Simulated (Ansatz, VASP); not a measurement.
## One calculation of ScSi2, two programs

Contents of INCAR:

```
PREC = Accurate
ENCUT = 520
EDIFF = 1E-6
ISMEAR = -1
SIGMA = 0.05
LREAL = False
LASPH = True
NELM = 100
ALGO = Normal
ISIF = 2
LWAVE = False
LCHARG = False
GGA = PE
NBANDS = 16
```

File KPOINTS:

```
regular mesh
0
Gamma
  8 8 7
```

Contents of POSCAR:

```
ScSi2
1.0
    3.6105344768      0.0000000000      0.0000000000
   -1.8052672384      3.1268145782      0.0000000000
    0.0000000000      0.0000000000      3.8176962911
Sc Si
1 2
Direct
    0.0000000000      0.0000000000      0.0000000000
    0.6666666667      0.3333333333      0.5000000000
    0.3333333333      0.6666666667      0.5000000000
```

The input input.yaml:

```yaml
crystal:
  lattice:
    - [3.6105344768, 0.0, 0.0]
    - [-1.8052672384, 3.1268145782, 0.0]
    - [0.0, 0.0, 3.8176962911]
  atoms:
    - { symbol: Sc, position: [0.0, 0.0, 0.0] }
    - { symbol: Si, position: [0.6666666667, 0.3333333333, 0.5] }
    - { symbol: Si, position: [0.3333333333, 0.6666666667, 0.5] }
kpoints:
  mp_grid: { grid: [8, 8, 7] }
scf:
  occupations: { method: fermi_dirac, width: 0.05 }
hamiltonian:
  xc: pbe
  pseudopotentials: { kind: all_electron, lapw: { basis_error: 0.001 } }
output:
  forces: true
  stress: true
  eigenvalues: true
```

Change from the starting cell: volume scaled by 0.96.

Alike in both runs: task single point; functional PBE; k mesh 8 × 8 × 7; occupations fermi-dirac, width 0.05 eV; no spin polarisation.

```csv
,VASP,Ansatz
version,VASP 6.6.1,Ansatz 0.2.0
potentials or method,"VASP PAW PBE potentials, release 64 (Sc_sv, Si), cutoff 520 eV","all-electron LAPW, scalar-relativistic"
```

VASP gave:

- gap on the k mesh at the Fermi level (eV): none
- pressure (GPa): 33.8
- traceless stress, the component that is largest in VASP (GPa): -28.50

Question: Which values does Ansatz return?

Answer: gap on the k mesh at the Fermi level (eV): none; pressure (GPa): 33.7; traceless stress, the component that is largest in VASP (GPa): -28.62.

A gap of «none» marks a metal or a gap that the smearing closes. Both programs put the cell under a high pressure, so it lies far from rest at this level. Ansatz ran all-electron here, and VASP with PAW potentials.
